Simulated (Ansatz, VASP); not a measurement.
## ZnS: VASP beside Ansatz

POSCAR

```
ZnS
1.0
    3.5021840075      0.0000000000      0.0000000000
   -1.7510920037      3.0329803192      0.0000000000
    0.0000000000      0.0000000000      5.9959057460
Zn S
2 2
Direct
    0.3333333333      0.6666666667      0.0053880710
    0.6666666667      0.3333333333      0.5053880710
    0.3333333333      0.6666666667      0.3796119290
    0.6666666667      0.3333333333      0.8796119290
```

File INCAR.step1:

```
PREC = Accurate
ENCUT = 520
ISMEAR = 0
SIGMA = 0.05
LREAL = F
LASPH = T
NELM = 60
NBANDS = 26
GGA = PE
ALGO = Normal
EDIFF = 1E-4
LWAVE = T
LCHARG = F
```

File INCAR.step2:

```
PREC = Accurate
ENCUT = 520
EDIFF = 1E-6
ISMEAR = 0
SIGMA = 0.05
LREAL = F
LASPH = T
NELM = 60
ALGO = Normal
ISIF = 2
LWAVE = F
LCHARG = F
METAGGA = R2SCAN
LMIXTAU = T
NBANDS = 26
ISTART = 1
```

The input KPOINTS:

```
Automatic mesh
0
Gamma
  6 6 4
```

Input for Ansatz:

```yaml
crystal:
  lattice:
    - [3.5021840075, 0.0, 0.0]
    - [-1.7510920037, 3.0329803192, 0.0]
    - [0.0, 0.0, 5.995905746]
  atoms:
    - { symbol: Zn, position: [0.3333333333, 0.6666666667, 0.005388071] }
    - { symbol: Zn, position: [0.6666666667, 0.3333333333, 0.505388071] }
    - { symbol: S, position: [0.3333333333, 0.6666666667, 0.379611929] }
    - { symbol: S, position: [0.6666666667, 0.3333333333, 0.879611929] }
basis:
  ecutwfc: 500
kpoints:
  mp_grid: { grid: [6, 6, 4] }
hamiltonian:
  xc: r2scan
scf:
  occupations: { method: gaussian, width: 0.05 }
output:
  forces: true
  stress: true
  eigenvalues: true
```

Change from the starting cell: strain -0.080 along x and y, -0.040 along z, atoms carried along.

Alike in both runs: task single point; functional r2SCAN; k mesh 6 × 6 × 4; occupations gaussian, width 0.05 eV; no spin polarisation.

```csv
,VASP,Ansatz
version,VASP 6.6.1,Ansatz 0.2.0
potentials or method,"VASP PAW PBE potentials, release 64 (Zn, S), cutoff 520 eV","scalar-relativistic, plane waves, PAW"
valence electrons in the cell,36,36
```

```csv
,VASP,Ansatz,Ansatz less VASP
gap on the k mesh at the Fermi level (eV),3.57,3.54,-0.030
least direct gap on the mesh (eV),3.57,3.54,-0.030
pressure (GPa),26.0,25.7,-0.25
"traceless stress, the component that is largest in VASP (GPa)",-7.83,-7.74,+0.093
rms of the force components (eV/Å),0.434,0.433,-0.0002
```

VASP's potentials were made for PBE, not for r2SCAN. Atom by atom the forces differ by 0.000 eV/Å (rms over components).
